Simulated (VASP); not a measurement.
The system is GaN.

```xyz
2
Lattice="0.0000 2.1352 2.1352 2.1352 0.0000 2.1352 2.1352 2.1352 0.0000" Properties=species:S:1:pos:R:3 pbc="T T T"
Ga    0.0000    0.0000    0.0000
N     2.1352    2.1352    2.1352
```

| Quantity | Value |
| --- | --- |
| Program | VASP 6.6.1 |
| Task | relaxation of cell and atoms |
| Functional | PBE-based screened hybrid with 25 % exact exchange |
| Potentials or basis | VASP PAW PBE potentials, release 64 (Ga_d, N) |
| Cutoff | 600 eV |
| k mesh | 6 × 6 × 6 |
| Occupations | fermi-dirac, width 0.05 eV |
| Spin | no spin polarisation |

At the start: pressure -8.4 GPa; volume 9.74 Å³/atom.

**Question.** How do energy, volume and symmetry change on relaxing?

**Answer.** Over 3 steps the energy falls by 10.0 meV/atom and the volume is 9.37 Å³/atom (-3.7 %); space group Fm-3m (No. 225, to 0.1 Å) before and after.

Step by step:
```csv
step,energy change (eV),largest force (eV/Å),pressure (GPa),volume (Å³)
1,0.0000,0.0000,-8.45,19.47
2,0.0009,0.0000,10.17,18.06
3,-0.0200,0.0000,-0.09,18.75
```

Final structure:
```
CELL_PARAMETERS angstrom
0.00000 2.10850 2.10850
2.10850 0.00000 2.10850
2.10850 2.10850 0.00000
ATOMIC_POSITIONS crystal
Ga 0.00000 0.00000 0.00000
N 0.50000 0.50000 0.50000
```

Caveat: the k points lie up to 0.43 Å⁻¹ apart in the final cell; the PAW data sets were made with another functional, which shifts forces and pressure a little.
